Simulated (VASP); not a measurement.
# Ti8HC in VASP: single point with PBE+D3(BJ)

Aim: the single point of Ti8HC with PBE+D3(BJ).

Everything below comes from runs of VASP 6.6.1. Logs are shortened: lines on timing, memory, paths and dates and some standing lists are left out, and cuts for length are marked.

## (1) The cell of the first run

The cell holds a slab with vacuum, 20 atoms: a = 5.773 Å, b = 5.773 Å, c = 28.183 Å, α = 90.00°, β = 90.00°, γ = 120.00°.

## (2) Single point, PBE+D3(BJ)

INCAR

```
SYSTEM = Ti8HC
PREC = Accurate ; ENCUT = 520
EDIFF = 1E-6 ; ISMEAR = 0
SIGMA = 0.1 ; LREAL = Auto
LASPH = .True. ; NELM = 100
ALGO = Normal ; ISIF = 2
LWAVE = .False. ; LCHARG = .False.
LDIPOL = .True. ; IDIPOL = 3
DIPOL = 0.5 0.5 0.464 ; GGA = PE
IVDW = 12 ; NBANDS = 117
```

KPOINTS

```
Automatic mesh
0
Gamma
  4 4 1
  0 0 0
```

POSCAR

```
Ti8HC
1.0
    5.7729299510      0.0000000000      0.0000000000
   -2.8864649755      4.9995039918      0.0000000000
    0.0000000000      0.0000000000     28.1832234730
Ti C H
16 2 2
Direct
    0.3333333333      0.1666666667      0.2838568131
    0.3333333333      0.6666666667      0.2838568131
    0.8333333333      0.1666666667      0.2838568131
    0.8333333333      0.6666666667      0.2838568131
    0.1666666667      0.3333333333      0.3650058400
    0.1666666667      0.8333333333      0.3650058400
    0.6666666667      0.3333333333      0.3650058400
    0.6666666667      0.8333333333      0.3650058400
    0.3340899598      0.1659100402      0.4489755861
    0.3340899598      0.6681799197      0.4489755861
    0.8318200803      0.1659100402      0.4489755861
    0.8333333333      0.6666666667      0.4500005676
    0.1666666667      0.3333333333      0.5248269951
    0.1688882350      0.8344441175      0.5269596312
    0.6655558825      0.3311117650      0.5269596312
    0.6655558825      0.8344441175      0.5269596312
    0.1666666667      0.3333333333      0.7150079530
    0.1666666667      0.3333333333      0.6721963793
    0.1666666667      0.3333333333      0.7529651948
    0.1666666667      0.3333333333      0.6341499592
```

Potentials or basis: VASP PAW PBE potentials, release 64 (Ti_sv, C, H).

Command:

```sh
$ cat potpaw_PBE.64/Ti_sv/POTCAR potpaw_PBE.64/C/POTCAR potpaw_PBE.64/H/POTCAR > POTCAR
$ mpirun -np 1 vasp_std > vasp.out
```

OUTCAR:

```text
SYSTEM = Ti8HC
   PREC = Accurate
   ENCUT = 520
   EDIFF = 1E-6
   ISMEAR = 0
   LREAL = Auto
   LASPH = .True.
   NELM = 100
   ISIF = 2
   GGA = PE
   IVDW = 12
 IVDW          = 12

 ion  position               nearest neighbor table
   1  0.333  0.167  0.284-   5 2.83   6 2.83   7 2.83   4 2.89   2 2.89   2 2.89   4 2.89   3 2.89
                             3 2.89
   2  0.333  0.667  0.284-   6 2.83   5 2.83   8 2.83   3 2.89   1 2.89   1 2.89   3 2.89   4 2.89
                             4 2.89
   3  0.833  0.167  0.284-   7 2.83   8 2.83   5 2.83   4 2.89   2 2.89   4 2.89   2 2.89   1 2.89
                             1 2.89
   4  0.833  0.667  0.284-   8 2.83   7 2.83   6 2.83   3 2.89   1 2.89   3 2.89   1 2.89   2 2.89
                             2 2.89
   5  0.167  0.333  0.365-   1 2.83   2 2.83   3 2.83   6 2.89   8 2.89   6 2.89   8 2.89   7 2.89
                             7 2.89   9 2.90  10 2.90  11 2.90
   6  0.167  0.833  0.365-   2 2.83   1 2.83   4 2.83   5 2.89   7 2.89   5 2.89   7 2.89   8 2.89
                             8 2.89  10 2.89   9 2.89  12 2.92
   7  0.667  0.333  0.365-   3 2.83   4 2.83   1 2.83   6 2.89   8 2.89   8 2.89   6 2.89   5 2.89
                             5 2.89  11 2.89   9 2.89  12 2.92
   8  0.667  0.833  0.365-   4 2.83   3 2.83   2 2.83   5 2.89   7 2.89   7 2.89   5 2.89   6 2.89
                             6 2.89  11 2.89  10 2.89  12 2.92
   9  0.334  0.166  0.449-  13 2.72  14 2.75  15 2.75  10 2.87  11 2.87  12 2.89  12 2.89   6 2.89
                             7 2.89   5 2.90  10 2.90  11 2.90
  10  0.334  0.668  0.449-  13 2.72  14 2.75  16 2.75  11 2.87   9 2.87  12 2.89  12 2.89   6 2.89
                             8 2.89   5 2.90   9 2.90  11 2.90
  11  0.832  0.166  0.449-  13 2.72  15 2.75  16 2.75  10 2.87   9 2.87  12 2.89  12 2.89   7 2.89
                             8 2.89   5 2.90  10 2.90   9 2.90
  12  0.833  0.667  0.450-  16 2.74  15 2.74  14 2.74   9 2.89  11 2.89  11 2.89   9 2.89  10 2.89
                            10 2.89   8 2.92   7 2.92   6 2.92
  13  0.167  0.333  0.525-   9 2.72  10 2.72  11 2.72  14 2.89  15 2.89  16 2.89  16 2.89  14 2.89
                            15 2.89
  14  0.169  0.834  0.527-  12 2.74  10 2.75   9 2.75  15 2.87  16 2.87  13 2.89  13 2.89  15 2.91
                            16 2.91
  15  0.666  0.331  0.527-  12 2.74  11 2.75   9 2.75  14 2.87  16 2.87  13 2.89  13 2.89  14 2.91
                            16 2.91
  16  0.666  0.834  0.527-  12 2.74  11 2.75  10 2.75  15 2.87  14 2.87  13 2.89  13 2.89  15 2.91
                            14 2.91
  17  0.167  0.333  0.715-  19 1.07  18 1.21
  18  0.167  0.333  0.672-  20 1.07  17 1.21
  19  0.167  0.333  0.753-  17 1.07
  20  0.167  0.333  0.634-  18 1.07

  LATTYP: Found a hexagonal cell.
 ALAT       =     5.7729299510
 C/A-ratio  =     4.8819617962

  Lattice vectors:

 A1 = (   5.7729299510,   0.0000000000,   0.0000000000)
 A2 = (  -2.8864649755,   4.9995039918,   0.0000000000)
 A3 = (   0.0000000000,   0.0000000000,  28.1832234730)

Analysis of symmetry for initial positions (statically):
=====================================================================
 Subroutine PRICEL returns:
 Original cell was already a primitive cell.

 Routine SETGRP: Setting up the symmetry group for a
 hexagonal supercell.

 Subroutine GETGRP returns: Found  6 space group operations
 (whereof  2 operations were pure point group operations)
 out of a pool of 24 trial point group operations.

The static configuration has the point symmetry C_1h.
 The point group associated with its full space group is C_3v.

Analysis of symmetry for dynamics (positions and initial velocities):
=====================================================================
 Subroutine PRICEL returns:
 Original cell was already a primitive cell.

 Routine SETGRP: Setting up the symmetry group for a
 hexagonal supercell.

 Subroutine GETGRP returns: Found  6 space group operations
 (whereof  2 operations were pure point group operations)
 out of a pool of 24 trial point group operations.

The dynamic configuration has the point symmetry C_1h.
 The point group associated with its full space group is C_3v.

 Subroutine INISYM returns: Found  6 space group operations
 (whereof  2 operations are pure point group operations),
 and found     1 'primitive' translations

----------------------------------------------------------------------------------------

                                     Primitive cell

  volume of cell :     813.4182
[... 65 lines left out ...]
     0.043305566  0.025002480  0.000000000     0.250000000  0.000000000  0.000000000
     0.000000000  0.050004961  0.000000000     0.000000000  0.250000000  0.000000000
     0.000000000  0.000000000  0.035482102     0.000000000  0.000000000  1.000000000

  Length of vectors
     0.050004961  0.050004961  0.035482102

  Shift w.r.t. Gamma in fractional coordinates (k-lattice)
     0.000000000  0.000000000  0.000000000

 Subroutine IBZKPT returns following result:
 ===========================================

 Found      4 irreducible k-points:

 Following reciprocal coordinates:
            Coordinates               Weight
  0.000000  0.000000  0.000000      1.000000
  0.250000 -0.000000  0.000000      6.000000
  0.500000 -0.000000  0.000000      3.000000
  0.250000  0.250000  0.000000      6.000000
   k-points           NKPTS =      4   k-points in BZ     NKDIM =      4   number of bands    NBANDS=    117
   number of dos      NEDOS =    301   number of ions     NIONS =     20
   total plane-waves  NPLWV = 483840
   dimension x,y,z NGX =    48 NGY =   48 NGZ =  210
   dimension x,y,z NGXF=    96 NGYF=   96 NGZF=  420
   ions per type =              16   2   2
   NGX,Y,Z   is equivalent  to a cutoff of  13.82, 13.82, 12.39 a.u.
   NGXF,Y,Z  is equivalent  to a cutoff of  27.65, 27.65, 24.77 a.u.
 SYSTEM =  Ti8HC
   PREC   = accura    normal or accurate (medium, high low for compatibility)
   ISTART =      0    job   : 0-new  1-cont  2-samecut
   ICHARG =      2    charge: 1-file 2-atom 10-const
   ISPIN  =      1    spin polarized calculation?
   LNONCOLLINEAR =      F non collinear calculations
   LSORBIT =      F    spin-orbit coupling
   LASPH  =      T    aspherical Exc in radial PAW
   ENCUT  =  520.0 eV  38.22 Ry    6.18 a.u.  10.73 10.73 52.40*2*pi/ulx,y,z
   NELM   =    100;   NELMIN=  2; NELMDL= -5     # of ELM steps
   EDIFF  = 0.1E-05   stopping-criterion for ELM
   LREAL  =      T    real-space projection
   EDIFFG = 0.1E-04   stopping-criterion for IOM
   NSW    =      0    number of steps for IOM
   IBRION =     -1    ionic relax: 0-MD 1-quasi-New 2-CG
   NFREE  =      0    steps in history (QN), initial steepest desc. (CG)
   ISIF   =      2    stress and relaxation
   ISYM   =      2    0-nonsym 1-usesym 2-fastsym
   POTIM  = 0.5000    time-step for ionic-motion
   TEBEG  =    0.0;   TEEND  =   0.0 temperature during run
   PSTRESS=    0.0 pullay stress
   NELECT =     202.0000    total number of electrons
   NUPDOWN=      -1.0000    fix difference up-down
   EMIN   =  10.00;   EMAX   =-10.00  energy-range for DOS
   EFERMI =   0.00;   METHOD = LEGACY
   ISMEAR =     0;   SIGMA  =   0.10  broadening in eV -4-tet -1-fermi 0-gaus
   EFERMI_NEDOS =   21; number of points for ismear=-14 and -15
   IALGO  =     38    algorithm
   IMIX   =      4    mixing-type and parameters
     AMIX     =   0.40;   BMIX     =  1.00
     AMIX_MAG =   1.60;   BMIX_MAG =  1.00
  volume/ion in A,a.u.               =      40.67       274.46
  Fermi-wavevector in a.u.,A,eV,Ry     =   1.029013  1.944552 14.406757  1.058867
  Thomas-Fermi vector in A             =   2.163038
   LORBIT       =      0    0 simple, 1 ext, 2 COOP (PROOUT), +10 PAW based schemes
   GGA     = PE    functional components
   LHFCALC =     F    Hartree Fock is set to
   AEXX    =    0.0000 exact exchange contribution
   IVDW    =    12    specifies the selected vdW correction
   LEPSILON=     F    determine dielectric tensor
   LRPA    =     F    only Hartree local field effects (RPA)
 non-spin polarized calculation
 Gauss-broadening in eV      SIGMA  =   0.10
  energy-cutoff  :      520.00
  volume of cell :      813.42
 maximum number of plane-waves:     22005
 NGX is ok and might be reduce to    48
   NGX = 21   NGY = 21   NGZ =105

 dipolmoment           0.000000      0.000000      0.044415 electrons x Angstroem

 number of electron     201.9999988 magnetization

 dipolmoment           0.000000      0.000000     -0.041393 electrons x Angstroem

 Free energy of the ion-electron system (eV)
  ---------------------------------------------------
  ext. energy  EPLUGINS =         0.00000000
  ---------------------------------------------------
  free energy    TOTEN  =      -140.99010085 eV

  energy without entropy =     -140.84906993  energy(sigma->0) =     -140.91958539

 E-fermi :   0.1529     XC(G=0):  -5.1367

 val. band max:        0.1376604169   @ k =   0.2500   0.2500   0.0000
 cond. band min:       0.1651540403   @ k =   0.2500  -0.0000   0.0000
 fundamental gap:      0.0274936234
 Fermi energy:         0.1529012841

 k-point     1 :       0.0000    0.0000    0.0000
  band No.  band energies     occupation
      1     -56.7364      2.00000
      2     -56.6962      2.00000
      3     -56.6427      2.00000
      4     -56.6427      2.00000
      5     -56.6411      2.00000
      6     -56.6039      2.00000
[... 453 lines left out ...]
    112       0.6252      0.00000
    113       0.7038      0.00000
 [bands above 113 left out]

------------------------ aborting loop because EDIFF is reached ----------------------------------------

 vacuum level on the upper side and lower side of the slab       (xc-potential included)        -0.280        -0.022

 Edisp (eV)   -7.64946

 E8    (eV) :    -3.7197

  FORCE on cell =-STRESS in cart. coord.  units (eV):
  Direction    XX          YY          ZZ          XY          YZ          ZX
  --------------------------------------------------------------------------------------
  -------------------------------------------------------------------------------------
  Total      -4.58353    -4.58353    -4.82222     0.00000    -0.00000     0.00000
  in kB      -9.02811    -9.02811    -9.49825     0.00000    -0.00000     0.00000
  external pressure =       -9.18 kB  Pullay stress =        0.00 kB

 VOLUME and BASIS-vectors are now :
 -----------------------------------------------------------------------------
  energy-cutoff  :      520.00
  volume of cell :      813.42
      direct lattice vectors                 reciprocal lattice vectors
     5.772929951  0.000000000  0.000000000     0.173222265  0.100009921  0.000000000
    -2.886464976  4.999503992  0.000000000     0.000000000  0.200019842  0.000000000
     0.000000000  0.000000000 28.183223473     0.000000000  0.000000000  0.035482102

 POSITION                                       TOTAL-FORCE (eV/Angst)
 -----------------------------------------------------------------------------------
      1.44323      0.83325      8.00000        -0.004437      0.002562      0.477486
     -0.00000      3.33300      8.00000        -0.000000     -0.005123      0.477486
      4.32970      0.83325      8.00000         0.004437      0.002562      0.477486
      2.88646      3.33300      8.00000         0.000000      0.000000      0.487620
      0.00000      1.66650     10.28704         0.000000     -0.000000     -0.510511
     -1.44323      4.16625     10.28704        -0.015477     -0.008935     -0.450115
[... 12 lines left out ...]
      0.00000      1.66650     21.22099         0.000000      0.000000     -0.014716
      0.00000      1.66650     17.87239         0.000000     -0.000000      0.020207
 -----------------------------------------------------------------------------------
    total drift:                                0.000007     -0.000003     -0.001238

  FREE ENERGIE OF THE ION-ELECTRON SYSTEM (eV)
  ---------------------------------------------------
  free  energy   TOTEN  =      -148.6395627975 eV

  energy  without entropy=     -148.4985318747  energy(sigma->0) =     -148.56904734

 vacuum level on the upper side and lower side of the slab         4.284         4.548
```

Run time: 19 min. Hardware: 1 thread of Intel Xeon 6975P-C (Granite Rapids), shared host; peak memory 1 GiB.

What came out:

* Free energy: -148.6396 eV
* Largest force: 0.511 eV/Å
* Band gap on the k mesh: zero (band 101 reaches 0.66 eV, above the bottom of band 102 at -0.00 eV)
* Dispersion energy per atom: -0.382 eV

Forces on the atoms (eV/Å):
```
Ti  -0.004  0.003  0.477
Ti   0.000 -0.005  0.477
Ti   0.004  0.003  0.477
Ti   0.000  0.000  0.488
Ti   0.000  0.000 -0.511
Ti  -0.015 -0.009 -0.450
Ti   0.000  0.018 -0.450
Ti   0.015 -0.009 -0.450
Ti   0.000  0.000  0.006
Ti   0.000  0.000  0.006
Ti   0.000  0.000  0.006
Ti   0.000  0.000  0.001
Ti   0.000  0.000 -0.005
Ti   0.010  0.006 -0.027
Ti   0.000 -0.011 -0.027
Ti  -0.010  0.006 -0.027
C    0.000  0.000  0.092
C    0.000  0.000 -0.089
H    0.000  0.000 -0.015
H    0.000  0.000  0.020
```
